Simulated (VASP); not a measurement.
**As: single point with PBE**

The system is As.

```
As
1.0
     0.00000    1.97247    1.97247
     1.97247    0.00000    1.97247
     1.97247    1.97247    0.00000
As
1
Direct
  0.00000 0.00000 0.00000
```

```json
{
 "Program": "VASP 6.6.1",
 "Task": "single point",
 "Functional": "PBE",
 "Potentials or basis": "VASP PAW PBE potentials, release 64 (As)",
 "Cutoff": "520 eV",
 "k mesh": "17 × 17 × 17",
 "Occupations": "fermi-dirac, width 0.1 eV",
 "Spin": "no spin polarisation"
}
```

```yaml
Pressure: 30.5 GPa
```

Levels at points of the mesh, in eV from the Fermi level:
| k point | band 1 | band 2 | band 3 | band 4 | band 5 | band 6 | band 7 |
| --- | --- | --- | --- | --- | --- | --- | --- |
| (0.00, 0.00, 0.00) | -17.38 | 7.63 | 7.63 | 7.63 | 13.21 | 13.21 | 13.21 |

It took 16 s on 1 thread of Intel Xeon 8259CL, with other jobs on the host, peak memory 0.15 GiB.
